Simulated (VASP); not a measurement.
# TiTe: single point with PBEsol

TiTe:

```
CELL_PARAMETERS angstrom
3.79007 0.00000 0.00000
-1.89504 3.28230 0.00000
0.00000 0.00000 6.31646
ATOMIC_POSITIONS crystal
Te 0.66667 0.33333 0.75000
Te 0.33333 0.66667 0.25000
Ti 0.00000 0.00000 0.50000
Ti 0.00000 0.00000 0.00000
```

This cell differs from its parent crystal: volume scaled by 0.96.

```
Program                : VASP 6.6.1
Task                   : single point
Functional             : PBEsol
Potentials or basis    : VASP PAW PBE potentials, release 64 (Te, Ti_sv)
Cutoff                 : 520 eV
k mesh                 : 8 × 8 × 4
Occupations            : fermi-dirac, width 0.05 eV
Spin                   : no spin polarisation
Dipole correction      : no
Further INCAR settings : ALGO = Normal; EDIFF = 1e-07; NBANDS = 26
```

- Pressure: 8.5 GPa
- Band gap on the k mesh: zero (band 18 reaches 10.88 eV, above the bottom of band 19 at 10.01 eV)

Stress tensor (GPa, compression positive):
```
 6.04  0.00  0.00
 0.00  6.04  0.00
 0.00  0.00 13.27
```

Levels at points of the mesh, in eV from the Fermi level:
```
           k point  band 16  band 17  band 18  band 19  band 20  band 21
(0.00, 0.00, 0.00)    -0.75    -0.75    -0.62    -0.62    -0.45    -0.45
(0.50, 0.00, 0.00)    -3.04    -2.04    -0.10     0.59     0.73     0.87
(0.00, 0.00, 0.50)    -2.96    -0.06    -0.06    -0.06    -0.06     0.34
(0.50, 0.00, 0.50)    -3.53    -1.00    -1.00     0.89     0.89     1.14
```

Wall time 2.8 min on 1 thread of AMD EPYC 7R13, with other jobs on the host, peak memory 0.18 GiB.

Caveat: the PAW data sets were made with another functional, which shifts forces and pressure a little; spin-orbit coupling is left out, which moves the levels of the heavy elements.
